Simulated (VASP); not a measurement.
# Na (P6/mmm) in VASP: single point with PBEsol

Aim: the single point of Na with PBEsol.

Program: VASP 6.6.1. These are calculated values, not measurements. Logs are shortened: lines on timing, memory, paths and dates and some standing lists are left out, and cuts for length are marked.

## Step 1: The cell of the first run

The structure is hexagonal, space group P6/mmm (No. 191). Conventional cell: a = 3.058 Å, b = 3.058 Å, c = 7.801 Å, α = 90.00°, β = 90.00°, γ = 120.00°. Na (site symmetry 6/mmm) has 6 Na at 3.06 Å within 4.0 Å.

## Step 2: Single point, PBEsol

Contents of INCAR:

```
PREC = Accurate
ENCUT = 520
EDIFF = 1E-6
ISMEAR = 1
SIGMA = 0.1
LREAL = F
LASPH = T
NELM = 80
ALGO = Normal
ISIF = 2
LWAVE = F
LCHARG = T
GGA = PS
LELF = T
LVHAR = T
NBANDS = 10
```

Contents of KPOINTS:

```
regular mesh
0
Gamma
  9 9 3
```

Contents of POSCAR:

```
Na
1.0
    3.0576297800      0.0000000000      0.0000000000
   -1.5288148900      2.6479850600      0.0000000000
    0.0000000000      0.0000000000      7.8013420000
Na
1
Direct
    0.0000000000      0.0000000000      0.5000000000
```

Potentials or basis: VASP PAW PBE potentials, release 64 (Na_pv).

Started as:

```bash
cat potpaw_PBE.64/Na_pv/POTCAR > POTCAR
mpirun -np 1 vasp_std > vasp.out
```

OUTCAR:

```text
PREC = Accurate
   ENCUT = 520
   EDIFF = 1E-6
   ISMEAR = 1
   LREAL = F
   LASPH = T
   NELM = 80
   ISIF = 2
   GGA = PS

 ion  position               nearest neighbor table
   1  0.000  0.000  0.500-

  LATTYP: Found a hexagonal cell.
 ALAT       =     3.0576297800
 C/A-ratio  =     2.5514344644

  Lattice vectors:

 A1 = (   3.0576297800,   0.0000000000,   0.0000000000)
 A2 = (  -1.5288148900,   2.6479850600,   0.0000000000)
 A3 = (   0.0000000000,   0.0000000000,   7.8013420000)

Analysis of symmetry for initial positions (statically):
=====================================================================
 Subroutine PRICEL returns:
 Original cell was already a primitive cell.

 Routine SETGRP: Setting up the symmetry group for a
 hexagonal supercell.

 Subroutine GETGRP returns: Found 24 space group operations
 (whereof 24 operations were pure point group operations)
 out of a pool of 24 trial point group operations.

The static configuration has the point symmetry D_6h.

Analysis of symmetry for dynamics (positions and initial velocities):
=====================================================================
 Subroutine PRICEL returns:
 Original cell was already a primitive cell.

 Routine SETGRP: Setting up the symmetry group for a
 hexagonal supercell.

 Subroutine GETGRP returns: Found 24 space group operations
 (whereof 24 operations were pure point group operations)
 out of a pool of 24 trial point group operations.

The dynamic configuration has the point symmetry D_6h.

 Subroutine INISYM returns: Found 24 space group operations
 (whereof 24 operations are pure point group operations),
 and found     1 'primitive' translations

----------------------------------------------------------------------------------------

                                     Primitive cell

  volume of cell :      63.1640

  direct lattice vectors                    reciprocal lattice vectors
     3.057629780  0.000000000  0.000000000     0.327050713  0.188822818  0.000000000
    -1.528814890  2.647985060  0.000000000     0.000000000  0.377645635  0.000000000
     0.000000000  0.000000000  7.801342000     0.000000000  0.000000000  0.128183074

  length of vectors
[... 80 lines left out ...]
   LREAL  =      F    real-space projection
   EDIFFG = 0.1E-04   stopping-criterion for IOM
   NSW    =      0    number of steps for IOM
   IBRION =     -1    ionic relax: 0-MD 1-quasi-New 2-CG
   NFREE  =      0    steps in history (QN), initial steepest desc. (CG)
   ISIF   =      2    stress and relaxation
   ISYM   =      2    0-nonsym 1-usesym 2-fastsym
   POTIM  = 0.5000    time-step for ionic-motion
   TEBEG  =    0.0;   TEEND  =   0.0 temperature during run
   PSTRESS=    0.0 pullay stress
   NELECT =       7.0000    total number of electrons
   NUPDOWN=      -1.0000    fix difference up-down
   EMIN   =  10.00;   EMAX   =-10.00  energy-range for DOS
   EFERMI =   0.00;   METHOD = LEGACY
   ISMEAR =     1;   SIGMA  =   0.10  broadening in eV -4-tet -1-fermi 0-gaus
   EFERMI_NEDOS =   21; number of points for ismear=-14 and -15
   IALGO  =     38    algorithm
   IMIX   =      4    mixing-type and parameters
     AMIX     =   0.40;   BMIX     =  1.00
     AMIX_MAG =   1.60;   BMIX_MAG =  1.00
  volume/ion in A,a.u.               =      63.16       426.25
  Fermi-wavevector in a.u.,A,eV,Ry     =   0.786353  1.485992  8.413178  0.618351
  Thomas-Fermi vector in A             =   1.890874
   LORBIT       =      0    0 simple, 1 ext, 2 COOP (PROOUT), +10 PAW based schemes
   GGA     = PS    functional components
   LHFCALC =     F    Hartree Fock is set to
   AEXX    =    0.0000 exact exchange contribution
   IVDW    =     0    specifies the selected vdW correction
   LEPSILON=     F    determine dielectric tensor
   LRPA    =     F    only Hartree local field effects (RPA)
 non-spin polarized calculation
 Methfessel and Paxton  Order N= 1 SIGMA  =   0.10
  energy-cutoff  :      520.00
  volume of cell :       63.16
 maximum number of plane-waves:      1722
 NGX is ok and might be reduce to    24
   NGX = 11   NGY = 11   NGZ = 29

 number of electron       6.9999999 magnetization

 Free energy of the ion-electron system (eV)
  ---------------------------------------------------
  ext. energy  EPLUGINS =         0.00000000
  ---------------------------------------------------
  free energy    TOTEN  =        -0.87423564 eV

  energy without entropy =       -0.87187908  energy(sigma->0) =       -0.87345012

 E-fermi :  -0.7061     XC(G=0):  -4.5589

 val. band max:       -0.9510754465   @ k =   0.0000   0.0000   0.3333
 cond. band min:      -0.6985121439   @ k =   0.1111  -0.0000   0.3333
 fundamental gap:      0.2525633025
 Fermi energy:        -0.7061364258

 k-point     1 :       0.0000    0.0000    0.0000
  band No.  band energies     occupation
      1     -26.1478      2.00000
      2     -26.0672      2.00000
      3     -26.0672      2.00000
      4      -3.8612      2.00000
      5      -0.5311     -0.03280
      6       1.0800     -0.00000
      7       7.1114      0.00000
      8       7.4117      0.00000
      9      14.2622      0.00000
     10      14.2622      0.00000
[... 287 lines left out ...]
 k-point    24 :       0.3333    0.3333    0.3333
  band No.  band energies     occupation
      1     -26.1974      2.00000
      2     -26.1974      2.00000
      3     -26.1141      2.00000
      4       2.4367      0.00000
      5       2.4367      0.00000
      6       4.9651      0.00000
      7       5.7480      0.00000
      8       5.7480      0.00000
      9       6.2554      0.00000
     10       9.0537      0.00000

------------------------ aborting loop because EDIFF is reached ----------------------------------------

  FORCE on cell =-STRESS in cart. coord.  units (eV):
  Direction    XX          YY          ZZ          XY          YZ          ZX
  --------------------------------------------------------------------------------------
  -------------------------------------------------------------------------------------
  Total        1.3040105      1.3040105     -0.0593042      0.0000000      0.0000000      0.0000000
  in kB       33.0766814     33.0766813     -1.5042721      0.0000000      0.0000000      0.0000000
  external PRESSURE =      21.5496969 kB  Pullay stress =       0.0000000 kB

 VOLUME and BASIS-vectors are now :
 -----------------------------------------------------------------------------
  energy-cutoff  :      520.00
  volume of cell :       63.16
      direct lattice vectors                 reciprocal lattice vectors
     3.057629780  0.000000000  0.000000000     0.327050713  0.188822818  0.000000000
    -1.528814890  2.647985060  0.000000000     0.000000000  0.377645635  0.000000000
     0.000000000  0.000000000  7.801342000     0.000000000  0.000000000  0.128183074

 POSITION                                       TOTAL-FORCE (eV/Angst)
 -----------------------------------------------------------------------------------
      0.00000      0.00000      3.90067        -0.000000      0.000000      0.000000
 -----------------------------------------------------------------------------------
    total drift:                               -0.000000      0.000000      0.000000

  FREE ENERGIE OF THE ION-ELECTRON SYSTEM (eV)
  ---------------------------------------------------
  free  energy   TOTEN  =        -0.8742356436 eV

  energy  without entropy=       -0.8718790828  energy(sigma->0) =       -0.87345012
```

stdout:

```text
POSCAR found type information on POSCAR Na
 POSCAR found :  1 types and       1 ions
 scaLAPACK will be used
 -----------------------------------------------------------------------------
|                                                                             |
|                                                                             |
|     You enforced a specific xc type in the INCAR file but a different       |
|     I HOPE YOU KNOW WHAT YOU ARE DOING!                                     |
|                                                                             |
 -----------------------------------------------------------------------------

 LDA part: xc-table for (Slater+PW92), standard interpolation
 POSCAR, INCAR and KPOINTS ok, starting setup
 FFT: planning ... GRIDC
 FFT: planning ... GRID_SOFT
 FFT: planning ... GRID
 WAVECAR not read
 entering main loop
```

Wall time 34 s (1 thread of AMD EPYC 7R13, shared host); peak memory 0.14 GiB.

What came out:

```yaml
Free_energy: -0.8742 eV
Pressure: 2.2 GPa
```

Levels at points of the mesh, in eV from the Fermi level:
| k point | band 1 | band 2 | band 3 | band 4 | band 5 | band 6 |
| --- | --- | --- | --- | --- | --- | --- |
| (0.00, 0.00, 0.00) | -25.44 | -25.36 | -25.36 | -3.16 | 0.18 | 1.79 |

Caveat: the PAW data sets were made with another functional, which shifts forces and pressure a little.
